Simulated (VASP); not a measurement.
# Na (P-1) in VASP: a series of runs, part 2 of 2

VASP 6.6.1. The steps go on from the part before.

## 3. Single point, PBE

Input file INCAR:

```
PREC = Accurate
ENCUT = 520
EDIFF = 1E-7
ISMEAR = 1
SIGMA = 0.1
LREAL = F
LASPH = T
NELM = 100
ALGO = Fast
ISIF = 2
LWAVE = F
LCHARG = F
GGA = PE
NBANDS = 10
```

Input file KPOINTS:

```
regular mesh
0
Gamma
  12 12 12
```

Input file POSCAR:

```
Na
1.0
   -2.0576110000      2.1435560000      2.1993280000
    2.1081360000     -2.0830750000      2.1893720000
    2.0920000000      2.1174640000     -2.1388470000
Na
1
Direct
   -0.0012990000     -0.0002080000     -0.0053070000
```

Potentials or basis: VASP PAW PBE potentials, release 64 (Na_pv).

On the command line:

```sh
$ cat potpaw_PBE.64/Na_pv/POTCAR > POTCAR
$ mpirun -np 1 vasp_std > vasp.out
```

OUTCAR:

```text
PREC = Accurate
   ENCUT = 520
   EDIFF = 1E-7
   ISMEAR = 1
   LREAL = F
   LASPH = T
   NELM = 100
   ISIF = 2
   GGA = PE

 ion  position               nearest neighbor table
   1  0.999  1.000  0.995-

  LATTYP: Found a triclinic cell.
 ALAT       =     3.6846694023
 B/A-ratio  =     1.6105846299
 C/A-ratio  =     0.9947565805
 COS(alpha) =     0.0098245113
 COS(beta)  =     0.3467707922
 COS(gamma) =     0.8032606655

  Lattice vectors:

 A1 = (  -2.1081360000,   2.0830750000,  -2.1893720000)
 A2 = (  -4.1657470000,   4.2266310000,   0.0099560000)
 A3 = (   2.0920000000,   2.1174640000,  -2.1388470000)

Analysis of symmetry for initial positions (statically):
=====================================================================
 Subroutine PRICEL returns:
 Original cell was already a primitive cell.

 Routine SETGRP: Setting up the symmetry group for a
 triclinic supercell.

 Subroutine GETGRP returns: Found  2 space group operations
 (whereof  1 operations were pure point group operations)
 out of a pool of  2 trial point group operations.

The static configuration has the point symmetry C_1 .
 The point group associated with its full space group is S_2 .

Analysis of symmetry for dynamics (positions and initial velocities):
=====================================================================
 Subroutine PRICEL returns:
 Original cell was already a primitive cell.

 Routine SETGRP: Setting up the symmetry group for a
 triclinic supercell.

 Subroutine GETGRP returns: Found  2 space group operations
 (whereof  1 operations were pure point group operations)
 out of a pool of  2 trial point group operations.

The dynamic configuration has the point symmetry C_1 .
 The point group associated with its full space group is S_2 .

 Subroutine INISYM returns: Found  2 space group operations
[... 117 lines left out ...]
  Fermi-wavevector in a.u.,A,eV,Ry     =   0.921448  1.741284 11.552248  0.849066
  Thomas-Fermi vector in A             =   2.046865
   LORBIT       =      0    0 simple, 1 ext, 2 COOP (PROOUT), +10 PAW based schemes
   GGA     = PE    functional components
   LHFCALC =     F    Hartree Fock is set to
   AEXX    =    0.0000 exact exchange contribution
   IVDW    =     0    specifies the selected vdW correction
   LEPSILON=     F    determine dielectric tensor
   LRPA    =     F    only Hartree local field effects (RPA)
 non-spin polarized calculation
 RMM-DIIS sequential band-by-band and
 Methfessel and Paxton  Order N= 1 SIGMA  =   0.10
  energy-cutoff  :      520.00
  volume of cell :       39.26
 maximum number of plane-waves:      1072
   NGX = 13   NGY = 13   NGZ = 13

 number of electron       6.9999995 magnetization

 Free energy of the ion-electron system (eV)
  ---------------------------------------------------
  ext. energy  EPLUGINS =         0.00000000
  ---------------------------------------------------
  free energy    TOTEN  =        -1.30521937 eV

  energy without entropy =       -1.30494914  energy(sigma->0) =       -1.30512929

 E-fermi :   0.1466     XC(G=0):  -6.3550

 val. band max:        0.1436673657   @ k =   0.4167  -0.3333   0.1667
 cond. band min:       0.1544351917   @ k =   0.1667  -0.3333   0.4167
 fundamental gap:      0.0107678259
 Fermi energy:         0.1466108208

 k-point     1 :       0.0000    0.0000    0.0000
  band No.  band energies     occupation
      1     -24.7806      2.00000
      2     -24.7805      2.00000
      3     -24.7795      2.00000
      4      -2.9900      2.00000
      5      11.1337      0.00000
      6      11.4076      0.00000
      7      11.8924      0.00000
      8      12.3824      0.00000
      9      12.3891      0.00000
     10      12.7035      0.00000
[... 287 lines left out ...]
 k-point    24 :       0.3333    0.1667    0.0000
  band No.  band energies     occupation
      1     -24.8024      2.00000
      2     -24.7911      2.00000
      3     -24.7827      2.00000
      4       0.0163      2.06920
      5       2.7416      0.00000
      6       5.6595      0.00000
      7       8.5669      0.00000
      8      11.1963      0.00000
      9      13.3773      0.00000
     10      13.9712      0.00000

 [... further k-points ...]

------------------------ aborting loop because EDIFF is reached ----------------------------------------

  FORCE on cell =-STRESS in cart. coord.  units (eV):
  Direction    XX          YY          ZZ          XY          YZ          ZX
  --------------------------------------------------------------------------------------
  -------------------------------------------------------------------------------------
  Total       -0.1195422     -0.0990286     -0.0941334     -0.0099678     -0.0277037     -0.0223727
  in kB       -4.8788987     -4.0416726     -3.8418845     -0.4068165     -1.1306750     -0.9131009
  external PRESSURE =      -4.2541520 kB  Pullay stress =       0.0000000 kB

 VOLUME and BASIS-vectors are now :
 -----------------------------------------------------------------------------
  energy-cutoff  :      520.00
  volume of cell :       39.26
      direct lattice vectors                 reciprocal lattice vectors
    -2.057611000  2.143556000  2.199328000    -0.004598939  0.231533027  0.224720079
     2.108136000 -2.083075000  2.189372000     0.235420029 -0.005096728  0.225217868
     2.092000000  2.117464000 -2.138847000     0.236252263  0.232863049 -0.005928962

 POSITION                                       TOTAL-FORCE (eV/Angst)
 -----------------------------------------------------------------------------------
      2.13366      2.16436      2.25789         0.000000      0.000000     -0.000000
 -----------------------------------------------------------------------------------
    total drift:                                0.000001      0.000003     -0.000010

  FREE ENERGIE OF THE ION-ELECTRON SYSTEM (eV)
  ---------------------------------------------------
  free  energy   TOTEN  =        -1.3052193680 eV

  energy  without entropy=       -1.3049491381  energy(sigma->0) =       -1.30512929
```

Run time: 3.3 min. Hardware: 1 thread of AMD EPYC 7R13 (Zen 3), shared host; peak memory 0.34 GiB.

Results:

```
Free energy            : -1.3052 eV
Pressure               : -0.4 GPa
Band gap on the k mesh : zero (an odd number of electrons rules out a gap without spin polarisation)
```

Stress tensor (GPa, compression positive):
```
-0.49 -0.04 -0.09
-0.04 -0.40 -0.11
-0.09 -0.11 -0.38
```

## 4. Single point, PBE

Input file INCAR:

```
PREC = Accurate
ENCUT = 520
EDIFF = 1E-6
ISMEAR = 1
SIGMA = 0.1
LREAL = False
LASPH = True
NELM = 100
ALGO = Fast
ISIF = 2
LWAVE = False
LCHARG = False
GGA = PE
NBANDS = 10
```

Input file KPOINTS:

```
Automatic mesh
0
Gamma
  14 14 14
```

POSCAR is that of step 3.

On the command line:

```sh
$ cat potpaw_PBE.64/Na_pv/POTCAR > POTCAR
$ mpirun -np 1 vasp_std > vasp.out
```

Run time: 4.1 min. Hardware: 1 thread of AMD EPYC 7R13 (Zen 3), shared host; peak memory 0.48 GiB.

It converged, with:

| Quantity | Value |
| --- | --- |
| Free energy | -1.3068 eV |
| Pressure | -0.5 GPa |
| Band gap on the k mesh | zero (an odd number of electrons rules out a gap without spin polarisation) |

Stress tensor (GPa, compression positive):
```
-0.51 -0.05 -0.11
-0.05 -0.49 -0.14
-0.11 -0.14 -0.55
```

Levels at points of the mesh, in eV from the Fermi level:
| k point | band 1 | band 2 | band 3 | band 4 | band 5 | band 6 |
| --- | --- | --- | --- | --- | --- | --- |
| (0.00, 0.00, 0.00) | -24.94 | -24.94 | -24.94 | -3.15 | 10.97 | 11.25 |
| (0.50, 0.00, 0.00) | -24.97 | -24.95 | -24.94 | 0.60 | 0.96 | 8.30 |
| (0.00, 0.50, 0.00) | -24.97 | -24.95 | -24.94 | 0.66 | 1.05 | 8.11 |
| (0.50, 0.50, 0.00) | -24.97 | -24.95 | -24.94 | 0.90 | 1.35 | 7.59 |
| (0.00, 0.00, 0.50) | -24.97 | -24.95 | -24.94 | 0.79 | 1.21 | 7.74 |
| (0.50, 0.00, 0.50) | -24.97 | -24.95 | -24.94 | 0.82 | 1.25 | 7.94 |
| (0.00, 0.50, 0.50) | -24.97 | -24.95 | -24.94 | 0.78 | 1.21 | 8.12 |
| (0.50, 0.50, 0.50) | -24.96 | -24.96 | -24.95 | 4.27 | 4.32 | 4.59 |

## 5. The runs side by side

| k mesh | further INCAR settings | gap on the mesh (eV) | pressure (GPa) |
| --- | --- | --- | --- |
| 10 × 10 × 10 | ALGO = Fast; EDIFF = 1e-06; NBANDS = 10 | none | -0.5 |
| 12 × 12 × 12 | ALGO = Fast; EDIFF = 1e-07; NBANDS = 10 | none | -0.4 |
| 14 × 14 × 14 | ALGO = Fast; EDIFF = 1e-06; NBANDS = 10 | none | -0.5 |

Alike in all rows: task single point; level PBE; potentials or basis VASP PAW PBE potentials, release 64 (Na_pv); no spin polarisation; cell as given; cutoff (eV) 520; smearing methfessel-paxton 0.1 eV.

Absolute energies hang on the potentials; compare differences alone.
